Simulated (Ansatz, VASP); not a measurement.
**InSe: VASP beside Ansatz**

The input INCAR:

```
SYSTEM = InSe
PREC = Accurate ; ENCUT = 520
EDIFF = 1E-7 ; ISMEAR = -1
SIGMA = 0.01 ; LREAL = .False.
LASPH = .True. ; NELM = 100
ALGO = Normal ; ISIF = 2
LWAVE = .False. ; LCHARG = .False.
GGA = PE ; NBANDS = 27
```

The input KPOINTS:

```
regular mesh
0
Gamma
  7 7 7
  0 0 0
```

Contents of POSCAR:

```
InSe
1.0
    1.9999996503      1.1547003365      8.4830034000
   -1.9999996503      1.1547003365      8.4830034000
    0.0000000000     -2.3094006730      8.4830034000
In Se
2 2
Direct
    0.0000000000      0.0000000000      0.0000000000
    0.1122000000      0.1122000000      0.1122000000
    0.6155000000      0.6155000000      0.6155000000
    0.8300000000      0.8300000000      0.8300000000
```

Input for Ansatz:

```yaml
crystal:
  lattice:
    - [1.9999996503, 1.1547003365, 8.4830034]
    - [-1.9999996503, 1.1547003365, 8.4830034]
    - [0.0, -2.309400673, 8.4830034]
  atoms:
    - { symbol: In, position: [0.0, 0.0, 0.0] }
    - { symbol: In, position: [0.1122, 0.1122, 0.1122] }
    - { symbol: Se, position: [0.6155, 0.6155, 0.6155] }
    - { symbol: Se, position: [0.83, 0.83, 0.83] }
kpoints:
  mp_grid: { grid: [7, 7, 7] }
  band_path:
    path:
      - [0.0, 0.0, 0.0]
      - [-0.5, -0.5, -0.5]
      - [-0.5, -0.1790189727, -0.8209810273]
      - [-0.1790189727, 0.1790189727, -0.5]
      - [0.0, 0.0, -0.5]
      - [0.0, 0.0, 0.0]
      - [0.0, 0.3395094864, -0.3395094864]
      - [-0.3395094864, 0.0, -0.6604905136]
      - [-0.5, 0.0, -0.5]
    npoints: 5
scf:
  occupations: { method: fermi_dirac, width: 0.01 }
hamiltonian:
  xc: pbe
  pseudopotentials: { kind: all_electron, lapw: { basis_error: 0.001 } }
output:
  forces: true
  stress: true
  eigenvalues: true
```

Change from the starting cell: zz strain of +2 %.

Alike in both runs: task single point; functional PBE; k mesh 7 × 7 × 7; occupations fermi-dirac, width 0.01 eV; no spin polarisation.

|  | VASP | Ansatz |
| --- | --- | --- |
| version | VASP 6.6.1 | Ansatz 0.2.0 |
| potentials or method | VASP PAW PBE potentials, release 64 (In_d, Se), cutoff 520 eV | all-electron LAPW, scalar-relativistic |

Ansatz gave:

| Quantity | Value |
| --- | --- |
| gap on the k mesh at the Fermi level (eV) | 0.77 |
| pressure (GPa) | 1.9 |
| traceless stress, the component that is largest in VASP (GPa) | -1.25 |
| rms of the force components (eV/Å) | 0.121 |

Task: Estimate VASP's values.

Result: gap on the k mesh at the Fermi level (eV): 0.76; pressure (GPa): 1.9; traceless stress, the component that is largest in VASP (GPa): -1.25; rms of the force components (eV/Å): 0.127.

Atom by atom the forces differ by 0.008 eV/Å (rms over components). Ansatz ran all-electron here, and VASP with PAW potentials.
